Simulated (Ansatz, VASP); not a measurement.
## Two plane-wave programs on NiGe3

```
CELL_PARAMETERS angstrom
3.96809 0.00000 0.00000
0.00000 3.96809 0.00000
0.00000 0.00000 3.96809
ATOMIC_POSITIONS crystal
Ge 0.00000 0.50000 0.50000
Ge 0.50000 0.00000 0.50000
Ge 0.50000 0.50000 0.00000
Ni 0.00000 0.00000 0.00000
```

Alike in both runs: functional PBEsol; k mesh 6 × 6 × 6; occupations gaussian, width 0.1 eV; no spin polarisation.

Ansatz relaxed the structure, and its values are those at the end. VASP's run is a single point on that final structure, the one shown.

|  | VASP | Ansatz |
| --- | --- | --- |
| version | VASP 6.6.1 | Ansatz 0.2.0 |
| potentials or method | VASP PAW PBE potentials, release 64 (Ge_d, Ni), cutoff 520 eV | scalar-relativistic, plane waves, PAW |
| valence electrons in the cell | 52 | 60 |

Ansatz gave:

| Quantity | Value |
| --- | --- |
| gap on the k mesh at the Fermi level (eV) | none |
| pressure (GPa) | 0.2 |

**Question.** What did VASP give for the same quantities?

**Answer.** gap on the k mesh at the Fermi level (eV): none; pressure (GPa): 0.3.

VASP's potentials were made for PBE, not for PBEsol. A gap of «none» marks a metal or a gap that the smearing closes. With one functional, cell and mesh, what is left measures potentials, basis and numerics. VASP's potentials hold 52 valence electrons a cell and Ansatz's 60, so a difference there can come from the potentials and not from the codes.
